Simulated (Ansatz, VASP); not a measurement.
**Al3GaN4: VASP beside Ansatz**

```
Al Ga N
1.0
     0.00000   -4.40124    0.00000
     0.00000    0.00000   -4.40124
     8.80247   -1.46693    1.46693
Al Ga N
6 2 8
Direct
  0.18706 0.31294 0.93890
  0.35371 0.14629 0.43890
  0.68706 0.81294 0.93890
  0.85371 0.64629 0.43890
  0.43704 0.56296 0.18890
  0.27039 0.72961 0.68890
  0.93704 0.06296 0.18890
  0.77039 0.22961 0.68890
  0.23517 0.76483 0.06113
  0.06852 0.93148 0.56113
  0.72408 0.27592 0.06113
  0.55743 0.44257 0.56113
  0.98335 0.52774 0.81667
  0.15000 0.36109 0.31667
  0.47226 0.01665 0.81667
  0.63891 0.85000 0.31667
```

Alike in both runs: task single point; functional r2SCAN; k mesh 5 × 5 × 3; occupations gaussian, width 0.05 eV; no spin polarisation.

|  | VASP | Ansatz |
| --- | --- | --- |
| version | VASP 6.6.1 | Ansatz 0.2.0 |
| potentials or method | VASP PAW PBE potentials, release 64 (Al, Ga_d, N), cutoff 520 eV | scalar-relativistic, plane waves, PAW |
| valence electrons in the cell | 84 | 84 |

Ansatz gave:

```
gap on the k mesh at the Fermi level (eV)                     : 1.96
least direct gap on the mesh (eV)                             : 2.02
pressure (GPa)                                                : -1.7
traceless stress, the component that is largest in VASP (GPa) : 9.98
rms of the force components (eV/Å)                            : 0.954
```

Q: What did VASP give for the same quantities?

A: gap on the k mesh at the Fermi level (eV): 1.96; least direct gap on the mesh (eV): 2.01; pressure (GPa): -1.8; traceless stress, the component that is largest in VASP (GPa): 10.00; rms of the force components (eV/Å): 0.957.

VASP's potentials were made for PBE, not for r2SCAN. Atom by atom the forces differ by 0.030 eV/Å (rms over components). The functional is the same, so the differences come from potentials, cutoffs and numerics.
